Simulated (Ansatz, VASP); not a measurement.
# Two plane-wave programs on AlN

```xyz
12
Lattice="2.1840 -2.1840 0.0000 2.1840 0.0000 -2.1840 11.2838 7.4621 7.4621" Properties=species:S:1:pos:R:3 pbc="T T T"
Al    3.4577   -0.9103   -0.9103
Al    7.8257    7.8257    7.8257
Al    3.4577    1.2737    1.2737
Al    7.8257    3.4577    3.4577
Al    3.4577    3.4577    3.4577
Al    7.8257    5.6417    5.6417
N     6.7337    2.3657    2.3657
N     6.7337    0.1817    0.1817
N     6.7337    4.5497    4.5497
N    11.1017    6.7337    6.7337
N     6.7337    6.7337    6.7337
N     2.3657    0.1817    0.1817
```

Alike in both runs: task single point; functional r2SCAN; k mesh 8 × 8 × 2; occupations gaussian, width 0.05 eV; no spin polarisation.

|  | VASP | Ansatz |
| --- | --- | --- |
| version | VASP 6.6.1 | Ansatz 0.2.0 |
| potentials or method | VASP PAW PBE potentials, release 64 (Al, N), cutoff 520 eV | scalar-relativistic, plane waves, PAW |
| valence electrons in the cell | 48 | 48 |

Ansatz gave:

| Item | Value |
| --- | --- |
| gap on the k mesh at the Fermi level (eV) | 3.86 |
| least direct gap on the mesh (eV) | 4.35 |
| pressure (GPa) | -1.9 |
| traceless stress, the component that is largest in VASP (GPa) | 2.97 |
| rms of the force components (eV/Å) | 0.200 |

Problem. Estimate VASP's values.

Solution. gap on the k mesh at the Fermi level (eV): 3.85; least direct gap on the mesh (eV): 4.39; pressure (GPa): -2.3; traceless stress, the component that is largest in VASP (GPa): 2.97; rms of the force components (eV/Å): 0.198.

VASP's potentials were made for PBE, not for r2SCAN. Atom by atom the forces differ by 0.003 eV/Å (rms over components).
